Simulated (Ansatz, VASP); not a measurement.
## Two plane-wave programs on Cu

```
CELL_PARAMETERS angstrom
0.00000 1.83284 1.83284
1.83284 0.00000 1.83284
1.83284 1.83284 0.00000
ATOMIC_POSITIONS crystal
Cu 0.00000 0.00000 0.00000
```

Alike in both runs: task single point; functional PBE; k mesh 20 × 20 × 20; occupations gaussian, width 0.1 eV; no spin polarisation.

|  | VASP | Ansatz |
| --- | --- | --- |
| version | VASP 6.6.1 | Ansatz 0.2.0 |
| potentials or method | VASP PAW PBE potentials, release 64 (Cu), cutoff 520 eV | scalar-relativistic, plane waves, PAW |
| valence electrons in the cell | 11 | 19 |

Ansatz gave:

| Property | Result |
| --- | --- |
| gap on the k mesh at the Fermi level (eV) | none |
| pressure (GPa) | -3.9 |

Task: What did VASP give for the same quantities?

Result: gap on the k mesh at the Fermi level (eV): none; pressure (GPa): -3.3.

A gap of «none» marks a metal or a gap that the smearing closes. VASP's potentials hold 11 valence electrons a cell and Ansatz's 19, so a difference there can come from the potentials and not from the codes.
